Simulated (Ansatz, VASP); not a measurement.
Two plane-wave programs on MgO

```
CELL_PARAMETERS angstrom
0.00000 2.17703 2.17703
2.17703 0.00000 2.17703
2.17703 2.17703 0.00000
ATOMIC_POSITIONS crystal
Mg 0.00000 0.00000 0.00000
O 0.50000 0.50000 0.50000
```

Change from the starting cell: volume scaled by 1.06, PAW files.

Alike in both runs: task electric field gradients; functional PBE; k mesh 11 × 11 × 11; occupations fermi-dirac, width 0.01 eV; no spin polarisation.

|  | VASP | Ansatz |
| --- | --- | --- |
| version | VASP 6.6.1 | Ansatz 0.2.0 |
| potentials or method | VASP PAW PBE potentials, release 64 (Mg, O) | PAW with Ansatz's default frozen-core files, scalar-relativistic |
| plane-wave cutoff (eV) | 520 | 420 |
| valence electrons in the cell | 8 | 16 |

Ansatz gave:

| Property | Result |
| --- | --- |
| gap on the k mesh at the Fermi level (eV) | 3.84 |
| pressure (GPa) | -9.0 |

What did VASP give for the same quantities?

gap on the k mesh at the Fermi level (eV): 3.82; pressure (GPa): -9.8.

With one functional, cell and mesh, what is left measures potentials, basis and numerics. VASP's potentials hold 8 valence electrons a cell and Ansatz's 16, so a difference there can come from the potentials and not from the codes.
